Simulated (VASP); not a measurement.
# GaSb3 (C2/m) in VASP: further runs

GaSb3 is run at these levels: LDA; tasks: single point.

Everything below comes from runs of VASP 6.6.1. Logs are shortened: lines on timing, memory, paths and dates and some standing lists are left out, and cuts for length are marked.

### Step 1. The cell of the first run

It takes space group C2/m (No. 12, monoclinic). Conventional cell: a = 6.979 Å, b = 7.244 Å, c = 4.961 Å, α = 90.00°, β = 133.12°, γ = 90.00°. Within 4.0 Å of Ga (site symmetry 2/m) lie 14 Sb at 3.07 to 3.62 Å. Within 4.0 Å of Sb (site symmetry 2) lie 4 Ga at 3.07 to 3.13 Å and 10 Sb at 3.07 to 3.62 Å. Sb (site symmetry 2/m) has 8 Sb at 3.07 to 3.13 Å and 6 Ga at 3.49 to 3.62 Å within 4.0 Å.

### Step 2. Single point, LDA (engineering shear strain xz -0.0267, normal strain along z -0.0367)

Contents of INCAR:

```
SYSTEM = GaSb3
PREC = Accurate
ENCUT = 520
EDIFF = 1E-6
ISMEAR = 0
SIGMA = 0.15
LREAL = .FALSE.
LASPH = .TRUE.
NELM = 80
ALGO = Normal
ISIF = 2
LWAVE = .FALSE.
LCHARG = .TRUE.
LELF = .TRUE.
LVHAR = .TRUE.
NBANDS = 22
```

Contents of KPOINTS:

```
regular mesh
0
G
  10 10 10
  0 0 0
```

Contents of POSCAR:

```
GaSb3
1.0
   -0.0483537151      3.6220011279      3.4890736865
    3.5736474128      0.0000000000      3.4407199714
    3.6220011279      3.6220011279     -0.0483537151
Ga Sb
1 3
Direct
    0.0000000000      0.0000000000      0.0000000000
    0.2500000000      0.2500000000      0.2500000000
    0.7500000000      0.7500000000      0.7500000000
    0.5000000000      0.5000000000      0.5000000000
```

Potentials or basis: VASP PAW LDA potentials, release 64 (Ga_d, Sb).

The run is started by

```console
> cat potpaw_LDA.64/Ga_d/POTCAR potpaw_LDA.64/Sb/POTCAR > POTCAR
> mpirun -np 1 vasp_std > vasp.out
```

OUTCAR:

```text
SYSTEM = GaSb3
   PREC = Accurate
   ENCUT = 520
   EDIFF = 1E-6
   ISMEAR = 0
   LREAL = .FALSE.
   LASPH = .TRUE.
   NELM = 80
   ISIF = 2

 ion  position               nearest neighbor table
   1  0.000  0.000  0.000-   3 3.07   2 3.07   3 3.07   2 3.07   3 3.13   2 3.13   3 3.13   2 3.13

   2  0.250  0.250  0.250-   1 3.07   1 3.07   4 3.07   4 3.07   1 3.13   4 3.13   1 3.13   4 3.13
                             3 3.49   3 3.49   3 3.62   3 3.62   3 3.62   3 3.62
   3  0.750  0.750  0.750-   4 3.07   1 3.07   4 3.07   1 3.07   4 3.13   1 3.13   4 3.13   1 3.13
                             2 3.49   2 3.49   2 3.62   2 3.62   2 3.62   2 3.62
   4  0.500  0.500  0.500-   2 3.07   2 3.07   3 3.07   3 3.07   2 3.13   3 3.13   2 3.13   3 3.13

  LATTYP: Found a base centered monoclinic cell.
 ALAT       =     6.9788174562
 B/A-ratio  =     1.0379985293
 C/A-ratio  =     0.7108363732
 COS(beta)  =    -0.6835329832

  Lattice vectors:

 A1 = (   0.0483537151,  -3.6220011279,  -3.4890736865)
 A2 = (   0.0483537151,   3.6220011279,  -3.4890736865)
 A3 = (   3.5736474128,   0.0000000000,   3.4407199714)

Analysis of symmetry for initial positions (statically):
=====================================================================
 Subroutine PRICEL returns:
 Original cell was already a primitive cell.

 Routine SETGRP: Setting up the symmetry group for a
 base centered monoclinic supercell.

 Subroutine GETGRP returns: Found  4 space group operations
 (whereof  4 operations were pure point group operations)
 out of a pool of  4 trial point group operations.

The static configuration has the point symmetry C_2h.

Analysis of symmetry for dynamics (positions and initial velocities):
=====================================================================
 Subroutine PRICEL returns:
 Original cell was already a primitive cell.

 Routine SETGRP: Setting up the symmetry group for a
 base centered monoclinic supercell.

 Subroutine GETGRP returns: Found  4 space group operations
 (whereof  4 operations were pure point group operations)
 out of a pool of  4 trial point group operations.

The dynamic configuration has the point symmetry C_2h.

 Subroutine INISYM returns: Found  4 space group operations
 (whereof  4 operations are pure point group operations),
 and found     1 'primitive' translations

----------------------------------------------------------------------------------------

                                     Primitive cell

  volume of cell :      91.5286

[... 88 lines left out ...]
   LSORBIT =      F    spin-orbit coupling
   LASPH  =      T    aspherical Exc in radial PAW
   ENCUT  =  520.0 eV  38.22 Ry    6.18 a.u.   9.35  9.22  9.52*2*pi/ulx,y,z
   NELM   =     80;   NELMIN=  2; NELMDL= -5     # of ELM steps
   EDIFF  = 0.1E-05   stopping-criterion for ELM
   LREAL  =      F    real-space projection
   EDIFFG = 0.1E-04   stopping-criterion for IOM
   NSW    =      0    number of steps for IOM
   IBRION =     -1    ionic relax: 0-MD 1-quasi-New 2-CG
   NFREE  =      0    steps in history (QN), initial steepest desc. (CG)
   ISIF   =      2    stress and relaxation
   ISYM   =      2    0-nonsym 1-usesym 2-fastsym
   POTIM  = 0.5000    time-step for ionic-motion
   TEBEG  =    0.0;   TEEND  =   0.0 temperature during run
   PSTRESS=    0.0 pullay stress
   NELECT =      28.0000    total number of electrons
   NUPDOWN=      -1.0000    fix difference up-down
   EMIN   =  10.00;   EMAX   =-10.00  energy-range for DOS
   EFERMI =   0.00;   METHOD = LEGACY
   ISMEAR =     0;   SIGMA  =   0.15  broadening in eV -4-tet -1-fermi 0-gaus
   EFERMI_NEDOS =   21; number of points for ismear=-14 and -15
   IALGO  =     38    algorithm
   IMIX   =      4    mixing-type and parameters
     AMIX     =   0.40;   BMIX     =  1.00
     AMIX_MAG =   1.60;   BMIX_MAG =  1.00
  volume/ion in A,a.u.               =      22.88       154.42
  Fermi-wavevector in a.u.,A,eV,Ry     =   1.103084  2.084526 16.555487  1.216794
  Thomas-Fermi vector in A             =   2.239537
   LORBIT       =      0    0 simple, 1 ext, 2 COOP (PROOUT), +10 PAW based schemes
   GGA     = CA    functional components
   LHFCALC =     F    Hartree Fock is set to
   AEXX    =    0.0000 exact exchange contribution
   IVDW    =     0    specifies the selected vdW correction
   LEPSILON=     F    determine dielectric tensor
   LRPA    =     F    only Hartree local field effects (RPA)
 non-spin polarized calculation
 Gauss-broadening in eV      SIGMA  =   0.15
  energy-cutoff  :      520.00
  volume of cell :       91.53
 maximum number of plane-waves:      2497
 NGX is ok and might be reduce to    40
   NGX = 19   NGY = 19   NGZ = 19

 number of electron      27.9999998 magnetization

 Free energy of the ion-electron system (eV)
  ---------------------------------------------------
  ext. energy  EPLUGINS =         0.00000000
  ---------------------------------------------------
  free energy    TOTEN  =       -17.28038867 eV

  energy without entropy =      -17.25757267  energy(sigma->0) =      -17.26898067

 E-fermi :   8.8730     XC(G=0): -10.9296

 val. band max:        8.8708737286   @ k =  -0.2000   0.3000  -0.0000
 cond. band min:       8.8733878209   @ k =   0.0000   0.3000   0.3000
 fundamental gap:      0.0025140923
 Fermi energy:         8.8729865429

 k-point     1 :       0.0000    0.0000    0.0000
  band No.  band energies     occupation
      1      -6.0393      2.00000
      2      -6.0389      2.00000
      3      -6.0351      2.00000
      4      -6.0209      2.00000
      5      -6.0146      2.00000
      6      -4.5342      2.00000
[... 589 lines left out ...]
     21      15.1216      0.00000
     22      15.7729      0.00000

 [... further k-points ...]
[... 5 lines left out ...]
  --------------------------------------------------------------------------------------
  -------------------------------------------------------------------------------------
  Total        1.5064092      1.5904381      2.2411451      0.0000000     -0.0000000      0.7040684
  in kB       26.3691793     27.8400763     39.2304799      0.0000000     -0.0000000     12.3244761
  external PRESSURE =      31.1465785 kB  Pullay stress =       0.0000000 kB

 VOLUME and BASIS-vectors are now :
 -----------------------------------------------------------------------------
  energy-cutoff  :      520.00
  volume of cell :       91.53
      direct lattice vectors                 reciprocal lattice vectors
    -0.048353715  3.622001128  3.489073686    -0.136157311  0.138045236  0.141417560
     3.573647413  0.000000000  3.440719971     0.139984250 -0.138045236  0.145244499
     3.622001128  3.622001128 -0.048353715     0.136157311  0.138045236 -0.141417560

 POSITION                                       TOTAL-FORCE (eV/Angst)
 -----------------------------------------------------------------------------------
      0.00000      0.00000      0.00000         0.000000      0.000000     -0.000000
      1.78682      1.81100      1.72036         0.000000     -0.085197      0.000000
      5.36047      5.43300      5.16108        -0.000000      0.085197     -0.000000
      3.57365      3.62200      3.44072         0.000000      0.000000     -0.000000
 -----------------------------------------------------------------------------------
    total drift:                               -0.000000      0.000000      0.000000

  FREE ENERGIE OF THE ION-ELECTRON SYSTEM (eV)
  ---------------------------------------------------
  free  energy   TOTEN  =       -17.2803886744 eV

  energy  without entropy=      -17.2575726674  energy(sigma->0) =      -17.26898067
```

OSZICAR:

```text
N       E                     dE             d eps       ncg     rms          rms(c)
DAV:   1     0.168639887471E+03    0.16864E+03   -0.11644E+04 12954   0.139E+03
DAV:   2    -0.647994857367E+00   -0.16929E+03   -0.16262E+03 13908   0.333E+02
DAV:   3    -0.168486549931E+02   -0.16201E+02   -0.15727E+02 15238   0.851E+01
DAV:   4    -0.173164688411E+02   -0.46781E+00   -0.46540E+00 14212   0.151E+01
DAV:   5    -0.173281092071E+02   -0.11640E-01   -0.11637E-01 15388   0.247E+00    0.415E+00
DAV:   6    -0.172946048805E+02    0.33504E-01   -0.36018E-02 16232   0.200E+00    0.233E+00
DAV:   7    -0.172808153539E+02    0.13790E-01   -0.20941E-02 15766   0.107E+00    0.152E-01
DAV:   8    -0.172804075752E+02    0.40778E-03   -0.19789E-03 14974   0.440E-01    0.577E-02
DAV:   9    -0.172803932303E+02    0.14345E-04   -0.13571E-04 14990   0.763E-02    0.155E-02
DAV:  10    -0.172803886336E+02    0.45967E-05   -0.12441E-05 14896   0.368E-02    0.762E-03
DAV:  11    -0.172803886744E+02   -0.40751E-07   -0.70518E-07  8976   0.661E-03
   1 F= -.17280389E+02 E0= -.17268981E+02  d E =-.228160E-01
```

stdout:

```text
POSCAR found type information on POSCAR GaSb
 POSCAR found :  2 types and       4 ions
 scaLAPACK will be used
 LDA part: xc-table for (Slater(with rela. corr.)+CA(PZ))
 , standard interpolation
 POSCAR, INCAR and KPOINTS ok, starting setup
 FFT: planning ... GRIDC
 FFT: planning ... GRID_SOFT
 FFT: planning ... GRID
 WAVECAR not read
 entering main loop
```

Run time: 12 min. Hardware: 1 thread of Intel Xeon 8259CL, shared host; peak memory 0.61 GiB.

Results:

* Free energy: -17.2804 eV
* Pressure: 3.1 GPa
* Largest force: 0.085 eV/Å
* Band gap on the k mesh: zero (bands 14 and 15 overlap by 4.38 eV)

Forces on the atoms (eV/Å):
```
Ga   0.000  0.000  0.000
Sb   0.000 -0.085  0.000
Sb   0.000  0.085  0.000
Sb   0.000  0.000  0.000
```

Stress tensor (GPa, compression positive):
```
2.64 0.00 1.23
0.00 2.78 0.00
1.23 0.00 3.92
```

Caveat: the cell differs from its parent crystal (engineering shear strain xz -0.0267, normal strain along z -0.0367); the cell stands under pressure; spin-orbit coupling is left out, which moves the levels of the heavy elements.

### Step 3. Single point, LDA (engineering shear strain xz -0.0267, normal strain along z +0.0733)

Contents of INCAR:

```
ALGO = Normal ; EDIFF = 1E-6
ENCUT = 520 ; GGA = CA
ISIF = 2 ; ISMEAR = 0
LASPH = True ; LCHARG = False
LREAL = False ; LWAVE = False
NBANDS = 22 ; NELM = 100
PREC = Accurate ; SIGMA = 0.15
```

Contents of KPOINTS:

```
k-points
0
Gamma
  10 10 10
```

POSCAR, as its differences from that of step 2:

```diff
@@ -2,4 +2,4 @@
 1.0
-   -0.0483537151      3.6220011279      3.4890736865
-    3.5736474128      0.0000000000      3.4407199714
+   -0.0483537151      3.6220011279      3.8874938106
+    3.5736474128      0.0000000000      3.8391400955
     3.6220011279      3.6220011279     -0.0483537151
```

Potentials or basis: VASP PAW LDA potentials, release 64 (Ga_d, Sb).

The run is started by

```console
> cat potpaw_LDA.64/Ga_d/POTCAR potpaw_LDA.64/Sb/POTCAR > POTCAR
> mpirun -np 1 vasp_std > vasp.out
```

It took 12 min on 1 thread of Intel Xeon 8259CL, shared host; peak memory 0.65 GiB.

Results (log left out):

* Free energy: -17.2148 eV
* Pressure: -3.6 GPa
* Largest force: 0.045 eV/Å
* Band gap on the k mesh: zero (bands 14 and 15 overlap by 4.06 eV)

Forces in eV/Å, atoms in the order of the input:
```
Ga   0.000  0.000  0.000
Sb   0.000 -0.045  0.000
Sb   0.000  0.045  0.000
Sb   0.000  0.000  0.000
```

Stress tensor (GPa, compression positive):
```
-3.06  0.00  0.50
 0.00 -3.12  0.00
 0.50  0.00 -4.58
```

Levels at points of the mesh, in eV from the Fermi level:
```
           k point  band 11  band 12  band 13  band 14  band 15  band 16  band 17  band 18
(0.00, 0.00, 0.00)    -2.71    -2.69    -2.34    -2.34    -2.26    -0.98    -0.41    -0.40
(0.50, 0.00, 0.00)    -3.37    -2.70    -2.46    -0.37    -0.03     1.71     2.46     2.64
(0.00, 0.50, 0.00)    -3.44    -2.71    -2.52    -0.39    -0.04     1.89     2.42     2.82
(0.50, 0.50, 0.00)    -5.09     0.87     1.18     1.26     1.53     1.55     2.03     2.04
(0.50, 0.00, 0.50)    -5.21     0.40     0.45     0.60     1.30     1.59     2.33     2.45
(0.00, 0.50, 0.50)    -5.22     0.33     0.37     0.73     1.34     1.58     2.30     2.48
```

Caveat: the cell differs from its parent crystal (engineering shear strain xz -0.0267, normal strain along z +0.0733); the cell stands under tension; spin-orbit coupling is left out, which moves the levels of the heavy elements.
